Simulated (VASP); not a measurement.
# ZrH (I-4m2) in VASP: further runs

The runs below take ZrH through single point, relaxation of cell and atoms, with r2SCAN.

Everything below comes from runs of VASP 6.6.1. Logs are shortened: lines on timing, memory, paths and dates and some standing lists are left out, and cuts for length are marked.

## (1) The cell of the first run

Symmetry: I-4m2, No. 119, tetragonal system. The conventional cell has a = 3.292 Å, b = 3.292 Å, c = 4.950 Å, α = 90.00°, β = 90.00°, γ = 90.00°. Zr (site symmetry -4m2) has 4 H at 2.06 Å within 2.7 Å. H (site symmetry -4m2) has 4 Zr at 2.06 Å within 2.7 Å.

## (2) Single point, r2SCAN

POSCAR reads:

```
ZrH
1.0
   -1.6459602731      1.6459602731      2.4749497920
    1.6459602731     -1.6459602731      2.4749497920
    1.6459602731      1.6459602731     -2.4749497920
Zr H
1 1
Direct
    0.0000000000      0.0000000000      0.0000000000
    0.7500000000      0.2500000000      0.5000000000
```

INCAR.step1 reads:

```
SYSTEM = ZrH
PREC = Accurate
ENCUT = 520
ISMEAR = 1
SIGMA = 0.05
LREAL = .False.
LASPH = .True.
NELM = 100
NBANDS = 14
GGA = PE
ALGO = Normal
EDIFF = 1E-4
LWAVE = .True.
LCHARG = .False.
```

INCAR.step2 reads:

```
SYSTEM = ZrH
PREC = Accurate
ENCUT = 520
EDIFF = 1E-6
ISMEAR = 1
SIGMA = 0.05
LREAL = .False.
LASPH = .True.
NELM = 100
ALGO = Normal
ISIF = 2
LWAVE = .False.
LCHARG = .False.
METAGGA = R2SCAN
LMIXTAU = .True.
NBANDS = 14
ISTART = 1
```

KPOINTS reads:

```
regular mesh
0
Gamma
  11 11 11
  0 0 0
```

Potentials or basis: VASP PAW PBE potentials, release 64 (Zr_sv, H).

On the command line:

```console
> cat potpaw_PBE.64/Zr_sv/POTCAR potpaw_PBE.64/H/POTCAR > POTCAR
> cp INCAR.step1 INCAR
> mpirun -np 1 vasp_std > vasp.out
> cp INCAR.step2 INCAR
> mpirun -np 1 vasp_std > vasp.out
```

OUTCAR:

```text
SYSTEM = ZrH
   PREC = Accurate
   ENCUT = 520
   EDIFF = 1E-6
   ISMEAR = 1
   LREAL = .False.
   LASPH = .True.
   NELM = 100
   ISIF = 2
   METAGGA = R2SCAN
   ISTART = 1

 ion  position               nearest neighbor table
   1  0.000  0.000  0.000-   2 2.06   2 2.06   2 2.06   2 2.06
   2  0.750  0.250  0.500-   1 2.06   1 2.06   1 2.06   1 2.06

  LATTYP: Found a body centered tetragonal cell.
 ALAT       =     3.2919205462
 C/A-ratio  =     1.5036509887

  Lattice vectors:

 A1 = (  -1.6459602731,   1.6459602731,   2.4749497920)
 A2 = (   1.6459602731,  -1.6459602731,   2.4749497920)
 A3 = (   1.6459602731,   1.6459602731,  -2.4749497920)

Analysis of symmetry for initial positions (statically):
=====================================================================
 Subroutine PRICEL returns:
 Original cell was already a primitive cell.

 Routine SETGRP: Setting up the symmetry group for a
 body centered tetragonal supercell.

 Subroutine GETGRP returns: Found  8 space group operations
 (whereof  8 operations were pure point group operations)
 out of a pool of 16 trial point group operations.

The static configuration has the point symmetry D_2d.

Analysis of symmetry for dynamics (positions and initial velocities):
=====================================================================
 Subroutine PRICEL returns:
 Original cell was already a primitive cell.

 Routine SETGRP: Setting up the symmetry group for a
 body centered tetragonal supercell.

 Subroutine GETGRP returns: Found  8 space group operations
 (whereof  8 operations were pure point group operations)
 out of a pool of 16 trial point group operations.

The dynamic configuration has the point symmetry D_2d.

 Subroutine INISYM returns: Found  8 space group operations
 (whereof  8 operations are pure point group operations),
 and found     1 'primitive' translations

----------------------------------------------------------------------------------------

                                     Primitive cell

  volume of cell :      26.8204

  direct lattice vectors                    reciprocal lattice vectors
    -1.645960273  1.645960273  2.474949792     0.000000000  0.303774039  0.202024300
     1.645960273 -1.645960273  2.474949792     0.303774039  0.000000000  0.202024300
     1.645960273  1.645960273 -2.474949792     0.303774039  0.303774039  0.000000000

  length of vectors
     3.397609000  3.397609000  3.397609000     0.364818427  0.364818427  0.429601366

  position of ions in fractional coordinates (direct lattice)
     0.000000000  0.000000000  0.000000000
     0.750000000  0.250000000  0.500000000

  ion indices of the primitive-cell ions
   primitive index   ion index
                 1           1
                 2           2

----------------------------------------------------------------------------------------

 KPOINTS: regular mesh

Automatic generation of k-mesh.
 Grid dimensions read from file:
 generate k-points for:   11   11   11

 Generating k-lattice:

  Cartesian coordinates                     Fractional coordinates (reciprocal lattice)
     0.000000000  0.027615822  0.018365845     0.090909091  0.000000000  0.000000000
     0.027615822  0.000000000  0.018365845     0.000000000  0.090909091  0.000000000
     0.027615822  0.027615822  0.000000000     0.000000000  0.000000000  0.090909091

  Length of vectors
     0.033165312  0.033165312  0.039054670

  Shift w.r.t. Gamma in fractional coordinates (k-lattice)
     0.000000000  0.000000000  0.000000000

 Subroutine IBZKPT returns following result:
 ===========================================

 Found    126 irreducible k-points:

 Following reciprocal coordinates:
            Coordinates               Weight
  0.000000  0.000000  0.000000      1.000000
  0.090909  0.000000 -0.000000      8.000000
  0.181818  0.000000  0.000000      8.000000
  0.272727 -0.000000  0.000000      8.000000
  0.363636 -0.000000  0.000000      8.000000
  0.454545  0.000000 -0.000000      8.000000
[... 16 lines left out ...]
 -0.272727  0.181818 -0.000000     16.000000
 -0.181818  0.181818  0.000000      4.000000
 [... further k-points ...]
   k-points           NKPTS =    126   k-points in BZ     NKDIM =    126   number of bands    NBANDS=     14
   number of dos      NEDOS =    301   number of ions     NIONS =      2
   total plane-waves  NPLWV =  21952
   dimension x,y,z NGX =    28 NGY =   28 NGZ =   28
   dimension x,y,z NGXF=    56 NGYF=   56 NGZF=   56
   ions per type =               1   1
   NGX,Y,Z   is equivalent  to a cutoff of  13.70, 13.70, 13.70 a.u.
   NGXF,Y,Z  is equivalent  to a cutoff of  27.40, 27.40, 27.40 a.u.
 SYSTEM =  ZrH
   PREC   = accura    normal or accurate (medium, high low for compatibility)
   ISTART =      1    job   : 0-new  1-cont  2-samecut
   ICHARG =      0    charge: 1-file 2-atom 10-const
   ISPIN  =      1    spin polarized calculation?
   LNONCOLLINEAR =      F non collinear calculations
   LSORBIT =      F    spin-orbit coupling
   LASPH  =      T    aspherical Exc in radial PAW
   ENCUT  =  520.0 eV  38.22 Ry    6.18 a.u.   6.32  6.32  6.32*2*pi/ulx,y,z
   NELM   =    100;   NELMIN=  2; NELMDL=  0     # of ELM steps
   EDIFF  = 0.1E-05   stopping-criterion for ELM
   LREAL  =      F    real-space projection
   EDIFFG = 0.1E-04   stopping-criterion for IOM
   NSW    =      0    number of steps for IOM
   IBRION =     -1    ionic relax: 0-MD 1-quasi-New 2-CG
   NFREE  =      0    steps in history (QN), initial steepest desc. (CG)
   ISIF   =      2    stress and relaxation
   ISYM   =      2    0-nonsym 1-usesym 2-fastsym
   POTIM  = 0.5000    time-step for ionic-motion
   TEBEG  =    0.0;   TEEND  =   0.0 temperature during run
   PSTRESS=    0.0 pullay stress
   NELECT =      13.0000    total number of electrons
   NUPDOWN=      -1.0000    fix difference up-down
   EMIN   =  10.00;   EMAX   =-10.00  energy-range for DOS
   EFERMI =   0.00;   METHOD = LEGACY
   ISMEAR =     1;   SIGMA  =   0.05  broadening in eV -4-tet -1-fermi 0-gaus
   EFERMI_NEDOS =   21; number of points for ismear=-14 and -15
   IALGO  =     38    algorithm
   IMIX   =      4    mixing-type and parameters
     AMIX     =   0.40;   BMIX     =  1.00
     AMIX_MAG =   1.60;   BMIX_MAG =  1.00
  volume/ion in A,a.u.               =      13.41        90.50
  Fermi-wavevector in a.u.,A,eV,Ry     =   1.285980  2.430150 22.500565  1.653745
  Thomas-Fermi vector in A             =   2.418082
   LORBIT       =      0    0 simple, 1 ext, 2 COOP (PROOUT), +10 PAW based schemes
   METAGGA = R2SCAN    functional components
   LHFCALC =     F    Hartree Fock is set to
   AEXX    =    0.0000 exact exchange contribution
   IVDW    =     0    specifies the selected vdW correction
   LEPSILON=     F    determine dielectric tensor
   LRPA    =     F    only Hartree local field effects (RPA)
 non-spin polarized calculation
 Methfessel and Paxton  Order N= 1 SIGMA  =   0.05
  energy-cutoff  :      520.00
  volume of cell :       26.82
 maximum number of plane-waves:       738
 NGX is ok and might be reduce to    28
   NGX = 13   NGY = 13   NGZ = 13

 number of electron      12.9999999 magnetization

 Free energy of the ion-electron system (eV)
  ---------------------------------------------------
  ext. energy  EPLUGINS =         0.00000000
  ---------------------------------------------------
  free energy    TOTEN  =       -26.98935660 eV

  energy without entropy =      -26.98924462  energy(sigma->0) =      -26.98931927

 E-fermi :   7.8513     XC(G=0): -11.7047

 val. band max:        7.8499304490   @ k =  -0.4545   0.2727   0.0000
 cond. band min:       7.8732773261   @ k =  -0.0909   0.0909   0.0000
 fundamental gap:      0.0233468772
 Fermi energy:         7.8513281723

 k-point     1 :       0.0000    0.0000    0.0000
  band No.  band energies     occupation
      1     -42.7945      2.00000
      2     -19.7774      2.00000
      3     -19.7618      2.00000
      4     -19.7618      2.00000
      5      -0.5511      2.00000
      6       8.1465     -0.00000
      7       8.7318     -0.00000
      8       8.7318     -0.00000
      9      10.5123      0.00000
     10      11.4226      0.00000
     11      11.7818      0.00000
     12      21.0526      0.00000
     13      22.5160      0.00000
     14      22.5160      0.00000

 k-point     2 :       0.0909    0.0000   -0.0000
  band No.  band energies     occupation
      1     -42.7874      2.00000
      2     -19.8261      2.00000
      3     -19.7812      2.00000
      4     -19.7667      2.00000
      5      -0.3622      2.00000
      6       7.8803      0.17912
      7       8.5131     -0.00000
      8       8.8440     -0.00000
      9      10.4838      0.00000
     10      11.2923      0.00000
     11      12.5620      0.00000
     12      20.7927      0.00000
     13      22.0871      0.00000
     14      22.9739      0.00000

 k-point     3 :       0.1818    0.0000    0.0000
  band No.  band energies     occupation
      1     -42.7685      2.00000
      2     -19.9807      2.00000
      3     -19.8064      2.00000
      4     -19.7796      2.00000
      5       0.1348      2.00000
      6       7.0981      2.00000
      7       8.6147     -0.00000
      8       9.0907      0.00000
      9      10.5022      0.00000
     10      11.0762      0.00000
     11      13.9475      0.00000
     12      19.7129      0.00000
     13      23.0954      0.00000
     14      24.1956      0.00000
[... 324 lines left out ...]
 k-point    23 :      -0.2727    0.1818   -0.0000
  band No.  band energies     occupation
      1     -42.7378      2.00000
      2     -20.1099      2.00000
      3     -19.8839      2.00000
      4     -19.8672      2.00000
      5       0.8721      2.00000
      6       6.1964      2.00000
      7       8.9283      0.00000
      8       9.4383      0.00000
      9       9.9698      0.00000
     10      11.5022      0.00000
     11      15.9484      0.00000
     12      20.3549      0.00000
     13      21.6487      0.00000
     14      22.4664      0.00000

 k-point    24 :      -0.1818    0.1818    0.0000
  band No.  band energies     occupation
      1     -42.7576      2.00000
      2     -19.9778      2.00000
      3     -19.8530      2.00000
      4     -19.8389      2.00000
      5       0.3934      2.00000
      6       6.6537      2.00000
      7       8.9811      0.00000
      8       9.3083      0.00000
      9       9.8091      0.00000
     10      11.2034      0.00000
     11      14.8930      0.00000
     12      21.0553      0.00000
     13      21.7330      0.00000
     14      22.7968      0.00000

 [... further k-points ...]

------------------------ aborting loop because EDIFF is reached ----------------------------------------

  FORCE on cell =-STRESS in cart. coord.  units (eV):
  Direction    XX          YY          ZZ          XY          YZ          ZX
  --------------------------------------------------------------------------------------
  -------------------------------------------------------------------------------------
  Total       -0.0032074     -0.0032074     -0.0040501      0.0000000      0.0000000      0.0000000
  in kB       -0.1916022     -0.1916022     -0.2419397      0.0000000      0.0000000      0.0000000
  external PRESSURE =      -0.2083814 kB  Pullay stress =       0.0000000 kB

 VOLUME and BASIS-vectors are now :
 -----------------------------------------------------------------------------
  energy-cutoff  :      520.00
  volume of cell :       26.82
      direct lattice vectors                 reciprocal lattice vectors
    -1.645960273  1.645960273  2.474949792     0.000000000  0.303774039  0.202024300
     1.645960273 -1.645960273  2.474949792     0.303774039  0.000000000  0.202024300
     1.645960273  1.645960273 -2.474949792     0.303774039  0.303774039  0.000000000

 POSITION                                       TOTAL-FORCE (eV/Angst)
 -----------------------------------------------------------------------------------
      0.00000      0.00000      0.00000        -0.000000      0.000000      0.000000
      0.00000      1.64596      1.23747         0.000000     -0.000000     -0.000000
 -----------------------------------------------------------------------------------
    total drift:                               -0.000000      0.000000     -0.000000

  FREE ENERGIE OF THE ION-ELECTRON SYSTEM (eV)
  ---------------------------------------------------
  free  energy   TOTEN  =       -26.9893565992 eV

  energy  without entropy=      -26.9892446151  energy(sigma->0) =      -26.98931927
```

Wall time 98 s (1 thread of Intel Xeon 6975P-C (Granite Rapids), shared host); peak memory 0.2 GiB.

Results:

- Free energy: -26.9894 eV
- Pressure: 0.0 GPa
- Band gap on the k mesh: zero (an odd number of electrons rules out a gap without spin polarisation)

Levels at points of the mesh, in eV from the Fermi level:
```csv
k point,band 2,band 3,band 4,band 5,band 6,band 7,band 8,band 9,band 10,band 11
"(0.00, 0.00, 0.00)",-27.63,-27.61,-27.61,-8.40,0.30,0.88,0.88,2.66,3.57,3.93
```

Caveat: the PAW data sets were made with another functional, which shifts forces and pressure a little.

## (3) Relaxation of cell and atoms, r2SCAN

This run uses another cell than the first one, of 13.54 Å³/atom.

POSCAR reads:

```
ZrH
1.0
   -1.6439100000      1.6439100000      2.5044000000
    1.6439100000     -1.6439100000      2.5044000000
    1.6439100000      1.6439100000     -2.5044000000
Zr H
1 1
Direct
    0.0000000000      0.0000000000      0.0000000000
    0.7500000000      0.2500000000      0.5000000000
```

INCAR.step1 reads:

```
ALGO = Normal ; EDIFF = 1E-4
ENCUT = 600 ; GGA = PE
ISMEAR = 1 ; LASPH = True
LCHARG = False ; LREAL = False
LWAVE = True ; NELM = 60
PREC = Accurate ; SIGMA = 0.05
```

INCAR.step2 reads:

```
ALGO = Normal ; EDIFF = 1E-6
EDIFFG = -0.01 ; ENCUT = 600
IBRION = 2 ; ISIF = 3
ISMEAR = 1 ; ISTART = 1
LASPH = True ; LCHARG = False
LMIXTAU = True ; LREAL = False
LWAVE = False ; METAGGA = R2SCAN
NELM = 60 ; NSW = 60
PREC = Accurate ; SIGMA = 0.05
```

KPOINTS reads:

```
k-points
0
Gamma
  11 11 11
```

Potentials or basis: VASP PAW PBE potentials, release 64 (Zr_sv, H).

On the command line:

```console
> cat potpaw_PBE.64/Zr_sv/POTCAR potpaw_PBE.64/H/POTCAR > POTCAR
> cp INCAR.step1 INCAR
> mpirun -np 1 vasp_std > vasp.out
> cp INCAR.step2 INCAR
> mpirun -np 1 vasp_std > vasp.out
```

Wall time 4.7 min (1 thread of Intel Xeon 6975P-C (Granite Rapids), shared host); peak memory 0.2 GiB.

The run converged. Its results:

```yaml
Free_energy: -26.9882 eV
Relaxed_volume: 13.41 Å³/atom
Relaxed_cell: a = 3.398 Å, b = 3.398 Å, c = 3.398 Å, α = 122.06°, β = 122.06°, γ = 86.48°
Space_group_after_relaxing_to_0.1_Å: I-4m2 (No. 119)
Energy_gained_by_relaxing: 0.9 meV/atom
Ionic_steps: 5
Pressure_after_relaxing: 0.0 GPa
Band_gap_on_the_k_mesh: zero (an odd number of electrons rules out a gap without spin polarisation)
```

Step by step:
| step | energy change (eV) | largest force (eV/Å) | pressure (GPa) | volume (Å³) |
| --- | --- | --- | --- | --- |
| 1 | 0.0000 | 0.0000 | -1.22 | 27.07 |
| 2 | -0.0012 | 0.0000 | 0.62 | 26.67 |
| 3 | -0.0013 | 0.0000 | 0.14 | 26.77 |
| 4 | -0.0015 | 0.0000 | 0.10 | 26.79 |
| 5 | -0.0017 | 0.0000 | 0.02 | 26.82 |

Final structure:
```
Zr H
1.0
    -1.64583    1.64583    2.47531
     1.64583   -1.64583    2.47531
     1.64583    1.64583   -2.47531
Zr H
1 1
Direct
  0.00000 0.00000 0.00000
  0.75000 0.25000 0.50000
```

Levels at points of the mesh, in eV from the Fermi level:
| k point | band 2 | band 3 | band 4 | band 5 | band 6 | band 7 | band 8 | band 9 | band 10 |
| --- | --- | --- | --- | --- | --- | --- | --- | --- | --- |
| (0.00, 0.00, 0.00) | -27.63 | -27.61 | -27.61 | -8.40 | 0.29 | 0.88 | 0.88 | 2.66 | 3.57 |

Caveat: the PAW data sets were made with another functional, which shifts forces and pressure a little.
